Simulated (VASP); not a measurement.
Set up this calculation in VASP 6.6.1, as the native input.

| Item | Value |
| --- | --- |
| Task | single point |
| Functional | PBE |
| Potentials or basis | VASP PAW PBE potentials, release 64 (In_d, Ga_d, N) |
| Cutoff | 520 eV |
| k mesh | 6 × 6 × 2 |
| Occupations | gaussian, width 0.1 eV |
| Spin | no spin polarisation |
| Dipole correction | no |
| Further INCAR settings | ALGO = Normal; EDIFF = 1e-06; NBANDS = 36 |

The structure of InGa2N3 lies in POSCAR:

```
InGa2N3
1.0
    3.1217584876      0.0000000000      0.0000000000
   -1.5608792438      2.7035221548      0.0000000000
    0.0000000000      0.0000000000      7.6820057098
In Ga N
1 2 3
Direct
    0.0000000000      0.0000000000      0.0000000000
    0.3333333333      0.6666666667      0.6588078887
    0.6666666667      0.3333333333      0.3411921113
    0.3333333333      0.6666666667      0.1872385924
    0.6666666667      0.3333333333      0.8127614076
    0.0000000000      0.0000000000      0.5000000000
```

These files were run (other wordings do the same):

INCAR

```
PREC = Accurate
ENCUT = 520
EDIFF = 1E-6
ISMEAR = 0
SIGMA = 0.1
LREAL = False
LASPH = True
NELM = 100
ALGO = Normal
ISIF = 2
LWAVE = False
LCHARG = False
GGA = PE
NBANDS = 36
```

KPOINTS

```
Automatic mesh
0
Gamma
  6 6 2
```

Potentials or basis: VASP PAW PBE potentials, release 64 (In_d, Ga_d, N).

Launch:

```sh
$ cat potpaw_PBE.64/In_d/POTCAR potpaw_PBE.64/Ga_d/POTCAR potpaw_PBE.64/N/POTCAR > POTCAR
$ mpirun -np 1 vasp_std > vasp.out
```

It gave:

```yaml
Pressure: 0.5 GPa
Largest_force: 0.013 eV/Å
Band_gap_on_the_k_mesh: 0.33 eV, indirect (least direct gap 1.10 eV)
```

Caveat: spin-orbit coupling is left out, which moves the levels of the heavy elements.

It took 36 s on 1 thread of Intel Xeon 6975P-C (shared host), peak memory 0.19 GiB.
